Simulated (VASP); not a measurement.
Runs of VASP 6.6.1 on Sc3Al. The structure is that of space group P6_3/mmc (No. 194), or close to it. The cells are those of the table. 

```csv
task,cell,cutoff (eV),gap on the mesh (eV),pressure (GPa),largest force (eV/Å)
single point,"a = 6.312, b = 6.312, c = 5.080 Å, angles 90.0, 90.0, 120.0°, 8 atoms",520,none,-2.7,0.04
single point,"a = 6.174, b = 6.174, c = 4.928 Å, angles 90.0, 90.0, 120.0°, 8 atoms",520,none,2.3,0.01
relaxation of shape and atoms at fixed volume,"relaxed from a = 6.174, b = 6.174, c = 4.928 Å, angles 90.0, 90.0, 120.0°, 8 atoms",600,none,2.3,-
single point,"a = 6.055, b = 6.055, c = 4.806 Å, angles 90.0, 90.0, 120.0°, 8 atoms",520,none,(a),0.01
single point,"a = 6.116, b = 6.116, c = 4.865 Å, angles 90.0, 90.0, 120.0°, 8 atoms",520,none,4.8,-
single point,"a = 6.237, b = 6.237, c = 4.978 Å, angles 90.0, 90.0, 120.0°, 8 atoms",520,none,0.1,-
single point,"a = 6.298, b = 6.298, c = 5.027 Å, angles 90.0, 90.0, 120.0°, 8 atoms",520,none,(b),0.01
```

Alike in all rows: level PBEsol; potentials or basis VASP PAW PBE potentials, release 64 (Sc_sv, Al); no spin polarisation; k mesh 6 × 6 × 8; smearing gaussian 0.1 eV.

Q: Fill in the values left out.

A: (a) 7.7; (b) -1.8.

Caveats: the PAW data sets were made with another functional, which shifts forces and pressure a little; the cell stands under pressure (at least some runs).

A gap of «none» marks levels without a gap at the run's occupations.
